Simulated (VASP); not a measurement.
# SnSe (Fm-3m) in VASP: notebook

SnSe is run at these levels: LDA, PBE, r2SCAN, HSE06; tasks: single point.

Everything below comes from runs of VASP 6.6.1. Logs are shortened: lines on timing, memory, paths and dates and some standing lists are left out, and cuts for length are marked.

## (1) The cell of the first run

It takes space group Fm-3m (No. 225, cubic). Conventional cell: a = 5.970 Å, b = 5.970 Å, c = 5.970 Å, α = 90.00°, β = 90.00°, γ = 90.00°. Within 3.9 Å of Sn (site symmetry m-3m) lie 6 Se at 2.98 Å. Within 3.9 Å of Se (site symmetry m-3m) lie 6 Sn at 2.98 Å.

## (2) Single point, LDA

INCAR reads:

```
SYSTEM = SnSe
PREC     = Accurate       ! precision mode
ENCUT    = 520            ! plane-wave cutoff, eV
EDIFF    = 1E-6           ! SCF threshold, eV
ISMEAR   = 0              ! smearing method
SIGMA    = 0.01           ! smearing width, eV
LREAL    = .False.        ! projectors in reciprocal space
LASPH    = .True.         ! aspherical terms in the spheres
NELM     = 60             ! most SCF steps
ALGO     = Normal         ! electronic algorithm
ISIF     = 2              ! what is computed and relaxed
LWAVE    = .False.        ! write WAVECAR
LCHARG   = .False.        ! write CHGCAR
GGA      = CA             ! functional
NBANDS   = 17             ! bands
```

KPOINTS reads:

```
Automatic mesh
0
Gamma
  4 4 4
  0 0 0
```

POSCAR reads:

```
SnSe
1.0
    0.0000000000      2.9848894981      2.9848894981
    2.9848894981      0.0000000000      2.9848894981
    2.9848894981      2.9848894981      0.0000000000
Sn Se
1 1
Direct
    0.0000000000      0.0000000000      0.0000000000
    0.5000000000      0.5000000000      0.5000000000
```

Potentials or basis: VASP PAW LDA potentials, release 64 (Sn_d, Se).

Command:

```bash
$ cat potpaw_LDA.64/Sn_d/POTCAR potpaw_LDA.64/Se/POTCAR > POTCAR
$ mpirun -np 1 vasp_std > vasp.out
```

OUTCAR:

```text
SYSTEM = SnSe
   PREC = Accurate
   ENCUT = 520
   EDIFF = 1E-6
   ISMEAR = 0
   LREAL = .False.
   LASPH = .True.
   NELM = 60
   ISIF = 2
   GGA = CA

 ion  position               nearest neighbor table
   1  0.000  0.000  0.000-   2 2.98   2 2.98   2 2.98   2 2.98   2 2.98   2 2.98
   2  0.500  0.500  0.500-   1 2.98   1 2.98   1 2.98   1 2.98   1 2.98   1 2.98

  LATTYP: Found a face centered cubic cell.
 ALAT       =     5.9697789962

  Lattice vectors:

 A1 = (   0.0000000000,   2.9848894981,   2.9848894981)
 A2 = (   2.9848894981,   0.0000000000,   2.9848894981)
 A3 = (   2.9848894981,   2.9848894981,   0.0000000000)

Analysis of symmetry for initial positions (statically):
[... 33 lines left out ...]
                                     Primitive cell

  volume of cell :      53.1881

  direct lattice vectors                    reciprocal lattice vectors
     0.000000000  2.984889498  2.984889498    -0.167510389  0.167510389  0.167510389
     2.984889498  0.000000000  2.984889498     0.167510389 -0.167510389  0.167510389
     2.984889498  2.984889498  0.000000000     0.167510389  0.167510389 -0.167510389

  length of vectors
     4.221271210  4.221271210  4.221271210     0.290136504  0.290136504  0.290136504

  position of ions in fractional coordinates (direct lattice)
     0.000000000  0.000000000  0.000000000
     0.500000000  0.500000000  0.500000000

  ion indices of the primitive-cell ions
   primitive index   ion index
                 1           1
                 2           2

----------------------------------------------------------------------------------------

 KPOINTS: Automatic mesh

Automatic generation of k-mesh.
 Grid dimensions read from file:
 generate k-points for:    4    4    4

 Generating k-lattice:

  Cartesian coordinates                     Fractional coordinates (reciprocal lattice)
    -0.041877597  0.041877597  0.041877597     0.250000000  0.000000000  0.000000000
     0.041877597 -0.041877597  0.041877597     0.000000000  0.250000000  0.000000000
     0.041877597  0.041877597 -0.041877597     0.000000000  0.000000000  0.250000000

  Length of vectors
     0.072534126  0.072534126  0.072534126

  Shift w.r.t. Gamma in fractional coordinates (k-lattice)
     0.000000000  0.000000000  0.000000000

 Subroutine IBZKPT returns following result:
 ===========================================

 Found      8 irreducible k-points:

 Following reciprocal coordinates:
            Coordinates               Weight
  0.000000  0.000000  0.000000      1.000000
  0.250000  0.000000  0.000000      8.000000
  0.500000  0.000000  0.000000      4.000000
  0.250000  0.250000  0.000000      6.000000
  0.500000  0.250000  0.000000     24.000000
 -0.250000  0.250000  0.000000     12.000000
  0.500000  0.500000  0.000000      3.000000
 -0.250000  0.500000  0.250000      6.000000
   k-points           NKPTS =      8   k-points in BZ     NKDIM =      8   number of bands    NBANDS=     17
   number of dos      NEDOS =    301   number of ions     NIONS =      2
   total plane-waves  NPLWV =  32768
   dimension x,y,z NGX =    32 NGY =   32 NGZ =   32
   dimension x,y,z NGXF=    64 NGYF=   64 NGZF=   64
   ions per type =               1   1
   NGX,Y,Z   is equivalent  to a cutoff of  12.60, 12.60, 12.60 a.u.
   NGXF,Y,Z  is equivalent  to a cutoff of  25.21, 25.21, 25.21 a.u.
 SYSTEM =  SnSe
   PREC   = accura    normal or accurate (medium, high low for compatibility)
   ISTART =      0    job   : 0-new  1-cont  2-samecut
   ICHARG =      2    charge: 1-file 2-atom 10-const
   ISPIN  =      1    spin polarized calculation?
   LNONCOLLINEAR =      F non collinear calculations
   LSORBIT =      F    spin-orbit coupling
   LASPH  =      T    aspherical Exc in radial PAW
   ENCUT  =  520.0 eV  38.22 Ry    6.18 a.u.   7.85  7.85  7.85*2*pi/ulx,y,z
   NELM   =     60;   NELMIN=  2; NELMDL= -5     # of ELM steps
   EDIFF  = 0.1E-05   stopping-criterion for ELM
   LREAL  =      F    real-space projection
   EDIFFG = 0.1E-04   stopping-criterion for IOM
   NSW    =      0    number of steps for IOM
   IBRION =     -1    ionic relax: 0-MD 1-quasi-New 2-CG
   NFREE  =      0    steps in history (QN), initial steepest desc. (CG)
   ISIF   =      2    stress and relaxation
   ISYM   =      2    0-nonsym 1-usesym 2-fastsym
   POTIM  = 0.5000    time-step for ionic-motion
   TEBEG  =    0.0;   TEEND  =   0.0 temperature during run
   PSTRESS=    0.0 pullay stress
   NELECT =      20.0000    total number of electrons
   NUPDOWN=      -1.0000    fix difference up-down
   EMIN   =  10.00;   EMAX   =-10.00  energy-range for DOS
   EFERMI =   0.00;   METHOD = LEGACY
   ISMEAR =     0;   SIGMA  =   0.01  broadening in eV -4-tet -1-fermi 0-gaus
   EFERMI_NEDOS =   21; number of points for ismear=-14 and -15
   IALGO  =     38    algorithm
   IMIX   =      4    mixing-type and parameters
     AMIX     =   0.40;   BMIX     =  1.00
     AMIX_MAG =   1.60;   BMIX_MAG =  1.00
  volume/ion in A,a.u.               =      26.59       179.47
  Fermi-wavevector in a.u.,A,eV,Ry     =   1.181626  2.232949 18.996987  1.396239
  Thomas-Fermi vector in A             =   2.317895
   LORBIT       =      0    0 simple, 1 ext, 2 COOP (PROOUT), +10 PAW based schemes
   GGA     = CA    functional components
   LHFCALC =     F    Hartree Fock is set to
   AEXX    =    0.0000 exact exchange contribution
   IVDW    =     0    specifies the selected vdW correction
   LEPSILON=     F    determine dielectric tensor
   LRPA    =     F    only Hartree local field effects (RPA)
 non-spin polarized calculation
 Gauss-broadening in eV      SIGMA  =   0.01
  energy-cutoff  :      520.00
  volume of cell :       53.19
 maximum number of plane-waves:      1459
   NGX = 15   NGY = 15   NGZ = 15

 number of electron      20.0000011 magnetization

 Free energy of the ion-electron system (eV)
  ---------------------------------------------------
  ext. energy  EPLUGINS =         0.00000000
  ---------------------------------------------------
  free energy    TOTEN  =        -9.56153871 eV

  energy without entropy =       -9.56153871  energy(sigma->0) =       -9.56153871

 E-fermi :   5.6669     XC(G=0): -10.0104

 val. band max:        5.5778407857   @ k =   0.5000   0.0000   0.0000
 cond. band min:       6.2902593345   @ k =   0.5000   0.0000   0.0000
 fundamental gap:      0.7124185487
 Fermi energy:         5.6668890977

 k-point     1 :       0.0000    0.0000    0.0000
  band No.  band energies     occupation
      1     -15.8310      2.00000
      2     -15.8310      2.00000
      3     -15.8260      2.00000
      4     -15.8260      2.00000
      5     -15.8260      2.00000
      6      -8.3889      2.00000
      7       0.5716      2.00000
      8       3.4206      2.00000
      9       3.4206      2.00000
     10       3.4206      2.00000
     11      10.0028      0.00000
     12      10.0028      0.00000
     13      10.0028      0.00000
     14      11.5344      0.00000
     15      11.5344      0.00000
     16      11.5344      0.00000
     17      13.8382      0.00000

 k-point     2 :       0.2500    0.0000    0.0000
  band No.  band energies     occupation
      1     -15.8349      2.00000
      2     -15.8349      2.00000
      3     -15.8246      2.00000
      4     -15.8193      2.00000
      5     -15.8193      2.00000
      6      -7.9669      2.00000
      7      -1.1675      2.00000
      8       3.5121      2.00000
      9       3.5121      2.00000
     10       4.6641      2.00000
     11       7.8049      0.00000
     12       8.0863      0.00000
     13       8.0863      0.00000
     14      11.7872      0.00000
     15      12.8864      0.00000
     16      12.8864      0.00000
     17      17.1364      0.00000

 k-point     3 :       0.5000    0.0000    0.0000
  band No.  band energies     occupation
      1     -15.8394      2.00000
      2     -15.8394      2.00000
      3     -15.8234      2.00000
      4     -15.8121      2.00000
      5     -15.8121      2.00000
      6      -7.4068      2.00000
      7      -2.5454      2.00000
      8       3.6819      2.00000
      9       3.6819      2.00000
     10       5.5778      2.00000
     11       6.2903      0.00000
     12       6.8668      0.00000
     13       6.8668      0.00000
     14      13.9128      0.00000
     15      15.8464      0.00000
     16      15.9447      0.00000
     17      15.9447      0.00000

 k-point     4 :       0.2500    0.2500    0.0000
  band No.  band energies     occupation
      1     -15.8447      2.00000
      2     -15.8298      2.00000
      3     -15.8267      2.00000
      4     -15.8162      2.00000
      5     -15.8162      2.00000
      6      -7.8261      2.00000
      7      -0.8620      2.00000
      8       2.5953      2.00000
      9       2.5953      2.00000
     10       3.9371      2.00000
     11       7.7898      0.00000
     12       9.5329      0.00000
     13      10.1551      0.00000
     14      10.1551      0.00000
     15      14.7233      0.00000
     16      14.8570      0.00000
     17      14.8570      0.00000

 k-point     5 :       0.5000    0.2500    0.0000
  band No.  band energies     occupation
      1     -15.8508      2.00000
      2     -15.8302      2.00000
      3     -15.8257      2.00000
      4     -15.8129      2.00000
      5     -15.8098      2.00000
      6      -7.2697      2.00000
      7      -1.8032      2.00000
      8       1.5374      2.00000
      9       2.5889      2.00000
     10       3.4516      2.00000
     11       8.3740      0.00000
     12       8.9463      0.00000
     13       9.9976      0.00000
     14      11.0625      0.00000
     15      15.6077      0.00000
     16      16.4200      0.00000
     17      17.1591      0.00000

 k-point     6 :      -0.2500    0.2500    0.0000
  band No.  band energies     occupation
      1     -15.8412      2.00000
      2     -15.8357      2.00000
      3     -15.8206      2.00000
      4     -15.8158      2.00000
      5     -15.8156      2.00000
      6      -7.4540      2.00000
      7      -1.8510      2.00000
      8       1.5746      2.00000
      9       3.5396      2.00000
     10       5.0400      2.00000
     11       6.8537      0.00000
     12       7.3787      0.00000
     13       9.9248      0.00000
     14      13.1899      0.00000
     15      13.3670      0.00000
     16      14.9290      0.00000
     17      16.1031      0.00000

 k-point     7 :       0.5000    0.5000    0.0000
  band No.  band energies     occupation
      1     -15.8643      2.00000
      2     -15.8335      2.00000
      3     -15.8224      2.00000
      4     -15.8060      2.00000
      5     -15.8060      2.00000
      6      -7.1078      2.00000
      7      -0.4238      2.00000
      8       0.0327      2.00000
      9       1.9263      2.00000
     10       1.9263      2.00000
     11       8.6052      0.00000
     12      11.0710      0.00000
     13      11.0710      0.00000
     14      11.7004      0.00000
     15      16.2734      0.00000
     16      17.4770      0.00000
     17      18.4164      0.00000

 k-point     8 :      -0.2500    0.5000    0.2500
  band No.  band energies     occupation
      1     -15.8538      2.00000
      2     -15.8299      2.00000
      3     -15.8200      2.00000
      4     -15.8200      2.00000
      5     -15.8060      2.00000
      6      -7.0783      2.00000
      7      -1.3657      2.00000
      8       0.8210      2.00000
      9       0.8210      2.00000
     10       4.8602      2.00000
     11       7.1245      0.00000
     12      10.4357      0.00000
     13      10.4357      0.00000
     14      12.9346      0.00000
     15      12.9346      0.00000
     16      17.0987      0.00000
     17      18.5535      0.00000

------------------------ aborting loop because EDIFF is reached ----------------------------------------

  FORCE on cell =-STRESS in cart. coord.  units (eV):
  Direction    XX          YY          ZZ          XY          YZ          ZX
  --------------------------------------------------------------------------------------
  -------------------------------------------------------------------------------------
  Total       -1.1487709     -1.1487709     -1.1487709      0.0000000      0.0000000     -0.0000000
  in kB      -34.6042344    -34.6042344    -34.6042344      0.0000000      0.0000000     -0.0000000
  external PRESSURE =     -34.6042344 kB  Pullay stress =       0.0000000 kB

 VOLUME and BASIS-vectors are now :
 -----------------------------------------------------------------------------
  energy-cutoff  :      520.00
  volume of cell :       53.19
      direct lattice vectors                 reciprocal lattice vectors
     0.000000000  2.984889498  2.984889498    -0.167510389  0.167510389  0.167510389
     2.984889498  0.000000000  2.984889498     0.167510389 -0.167510389  0.167510389
     2.984889498  2.984889498  0.000000000     0.167510389  0.167510389 -0.167510389

 POSITION                                       TOTAL-FORCE (eV/Angst)
 -----------------------------------------------------------------------------------
      0.00000      0.00000      0.00000         0.000000     -0.000000      0.000000
      2.98489      2.98489      2.98489        -0.000000      0.000000     -0.000000
 -----------------------------------------------------------------------------------
    total drift:                                0.000000     -0.000000     -0.000000

  FREE ENERGIE OF THE ION-ELECTRON SYSTEM (eV)
  ---------------------------------------------------
  free  energy   TOTEN  =        -9.5615387122 eV

  energy  without entropy=       -9.5615387122  energy(sigma->0) =       -9.56153871
```

Run time: 2.7 s. Hardware: 1 thread of Intel Xeon 6975P-C (Granite Rapids), shared host; peak memory 0.15 GiB.

Results:

| Item | Value |
| --- | --- |
| Free energy | -9.5615 eV |
| Pressure | -3.5 GPa |
| Band gap on the k mesh | 0.71 eV, direct |

Levels at points of the mesh, in eV from the valence-band top:
```csv
k point,band 8,band 9,band 10,band 11,band 12,band 13
"(0.00, 0.00, 0.00)",-2.16,-2.16,-2.16,4.43,4.43,4.43
"(0.50, 0.00, 0.00)",-1.90,-1.90,0.00,0.71,1.29,1.29
"(0.50, 0.50, 0.00)",-5.55,-3.65,-3.65,3.03,5.49,5.49
```

Caveat: the k points lie up to 0.46 Å⁻¹ apart; spin-orbit coupling is left out, which moves the levels of the heavy elements.

## (3) Single point, PBE

INCAR reads:

```
SYSTEM = SnSe
PREC = Accurate ; ENCUT = 520
EDIFF = 1E-6 ; ISMEAR = 0
SIGMA = 0.01 ; LREAL = .FALSE.
LASPH = .TRUE. ; NELM = 100
ALGO = Normal ; ISIF = 2
LWAVE = .FALSE. ; LCHARG = .TRUE.
GGA = PE ; LELF = .TRUE.
LVHAR = .TRUE. ; NBANDS = 17
```

KPOINTS reads:

```
Automatic mesh
0
G
  4 4 4
  0 0 0
```

POSCAR is that of step 2.

Potentials or basis: VASP PAW PBE potentials, release 64 (Sn_d, Se).

Command:

```bash
$ cat potpaw_PBE.64/Sn_d/POTCAR potpaw_PBE.64/Se/POTCAR > POTCAR
$ mpirun -np 1 vasp_std > vasp.out
```

It took 4.2 s on 1 thread of Intel Xeon 6975P-C (Granite Rapids), shared host; peak memory 0.17 GiB.

The run converged. Its results:

```yaml
Free_energy: -8.2639 eV
Pressure: 0.9 GPa
Band_gap_on_the_k_mesh: 0.68 eV, direct
```

Levels at points of the mesh, in eV from the valence-band top:
```
           k point  band 6  band 7  band 8  band 9  band 10  band 11  band 12  band 13  band 14  band 15
(0.00, 0.00, 0.00)  -14.05   -4.97   -2.26   -2.26    -2.26     4.44     4.44     4.44     5.87     5.87
(0.50, 0.00, 0.00)  -13.07   -8.15   -2.02   -2.02     0.00     0.68     1.27     1.27     8.32    10.24
(0.50, 0.50, 0.00)  -12.77   -5.98   -5.63   -3.75    -3.75     2.96     5.51     5.51     6.13    10.54
```

Caveat: the k points lie up to 0.46 Å⁻¹ apart; spin-orbit coupling is left out, which moves the levels of the heavy elements.

## (4) Single point, r2SCAN

POSCAR is that of step 3.

INCAR.step1 reads:

```
ALGO = Normal
EDIFF = 1E-4
ENCUT = 520
GGA = PE
ISMEAR = 0
LASPH = T
LCHARG = F
LREAL = F
LWAVE = T
NBANDS = 17
NELM = 80
PREC = Accurate
SIGMA = 0.01
```

INCAR.step2 reads:

```
ALGO = Normal
EDIFF = 1E-6
ENCUT = 520
ISIF = 2
ISMEAR = 0
ISTART = 1
LASPH = T
LCHARG = F
LMIXTAU = T
LREAL = F
LWAVE = F
METAGGA = R2SCAN
NBANDS = 17
NELM = 80
PREC = Accurate
SIGMA = 0.01
```

KPOINTS reads:

```
k-points
0
Gamma
  4 4 4
```

Command:

```bash
$ cat potpaw_PBE.64/Sn_d/POTCAR potpaw_PBE.64/Se/POTCAR > POTCAR
$ cp INCAR.step1 INCAR
$ mpirun -np 1 vasp_std > vasp.out
$ cp INCAR.step2 INCAR
$ mpirun -np 1 vasp_std > vasp.out
```

Run time: 13 s. Hardware: 1 thread of Intel Xeon 6975P-C (Granite Rapids), shared host; peak memory 0.18 GiB.

It converged, with:

| Quantity | Value |
| --- | --- |
| Free energy | -39.9133 eV |
| Pressure | -0.2 GPa |
| Band gap on the k mesh | 0.57 eV, direct |

Levels at points of the mesh, in eV from the valence-band top:
```
           k point  band 6  band 7  band 8  band 9  band 10  band 11  band 12  band 13  band 14  band 15
(0.00, 0.00, 0.00)  -14.93   -5.16   -2.73   -2.73    -2.73     4.48     4.48     4.48     6.03     6.03
(0.50, 0.00, 0.00)  -13.90   -8.70   -2.45   -2.45     0.00     0.57     1.14     1.14     8.67    10.55
(0.50, 0.50, 0.00)  -13.58   -6.34   -6.13   -4.23    -4.23     3.06     5.62     5.62     6.32    10.70
```

Caveat: the k points lie up to 0.46 Å⁻¹ apart; the PAW data sets were made with another functional, which shifts forces and pressure a little; spin-orbit coupling is left out, which moves the levels of the heavy elements.

## (5) Single point, r2SCAN

POSCAR is that of step 4.

INCAR.step1 reads:

```
SYSTEM = SnSe
  PREC = Accurate
  ENCUT = 520
  ISMEAR = 0
  SIGMA = 0.01
  LREAL = .False.
  LASPH = .True.
  NELM = 100
  NBANDS = 17
  GGA = PE
  ALGO = Normal
  EDIFF = 1E-4
  LWAVE = .True.
  LCHARG = .False.
```

INCAR.step2 reads:

```
SYSTEM = SnSe
  PREC = Accurate
  ENCUT = 520
  EDIFF = 1E-7
  ISMEAR = 0
  SIGMA = 0.01
  LREAL = .False.
  LASPH = .True.
  NELM = 100
  ALGO = Normal
  ISIF = 2
  LWAVE = .False.
  LCHARG = .False.
  METAGGA = R2SCAN
  LMIXTAU = .True.
  NBANDS = 17
  ISTART = 1
```

KPOINTS reads:

```
Automatic mesh
0
Gamma
  4 4 4
  0 0 0
```

Command:

```bash
$ cat potpaw_PBE.64/Sn_d/POTCAR potpaw_PBE.64/Se/POTCAR > POTCAR
$ cp INCAR.step1 INCAR
$ mpirun -np 1 vasp_std > vasp.out
$ cp INCAR.step2 INCAR
$ mpirun -np 1 vasp_std > vasp.out
```

Wall time 16 s (1 thread of Intel Xeon 6975P-C (Granite Rapids), shared host); peak memory 0.18 GiB.

Results (log left out):

```yaml
Free_energy: -39.9133 eV
Pressure: -0.2 GPa
Band_gap_on_the_k_mesh: 0.57 eV, direct
```

Levels at points of the mesh, in eV from the valence-band top:
| k point | band 7 | band 8 | band 9 | band 10 | band 11 | band 12 | band 13 | band 14 |
| --- | --- | --- | --- | --- | --- | --- | --- | --- |
| (0.00, 0.00, 0.00) | -5.16 | -2.73 | -2.73 | -2.73 | 4.48 | 4.48 | 4.48 | 6.03 |
| (0.50, 0.00, 0.00) | -8.70 | -2.45 | -2.45 | 0.00 | 0.57 | 1.14 | 1.14 | 8.67 |
| (0.50, 0.50, 0.00) | -6.34 | -6.13 | -4.23 | -4.23 | 3.06 | 5.62 | 5.62 | 6.32 |

Caveat: the k points lie up to 0.46 Å⁻¹ apart; the PAW data sets were made with another functional, which shifts forces and pressure a little; spin-orbit coupling is left out, which moves the levels of the heavy elements. A k mesh can miss the band edges.

(Part 1 of 2 ends here.)
